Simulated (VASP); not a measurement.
Here is a VASP 6.6.1 calculation.

Contents of INCAR:

```
SYSTEM = P
PREC = Accurate ; ENCUT = 520
EDIFF = 1E-6 ; ISMEAR = -1
SIGMA = 0.1 ; LREAL = .False.
LASPH = .True. ; NELM = 60
ALGO = Normal ; ISIF = 2
LWAVE = .False. ; LCHARG = .False.
NBANDS = 12
```

Contents of KPOINTS:

```
regular mesh
0
Gamma
  12 12 12
  0 0 0
```

Contents of POSCAR:

```
P
1.0
    0.0000000000      2.1515779927      2.1515779927
    2.1515779927      0.0000000000      2.1515779927
    2.1515779927      2.1515779927      0.0000000000
P
2
Direct
   -0.1250000000     -0.1250000000     -0.1250000000
    0.1250000000      0.1250000000      0.1250000000
```

Potentials or basis: VASP PAW LDA potentials, release 64 (P).

The run is started by

```bash
$ cat potpaw_LDA.64/P/POTCAR > POTCAR
$ mpirun -np 1 vasp_std > vasp.out
```

Estimate the pressure.

163.9 GPa.

Predict the band gap on the k mesh.

zero (band 5 reaches 17.43 eV, above the bottom of band 6 at 12.36 eV).
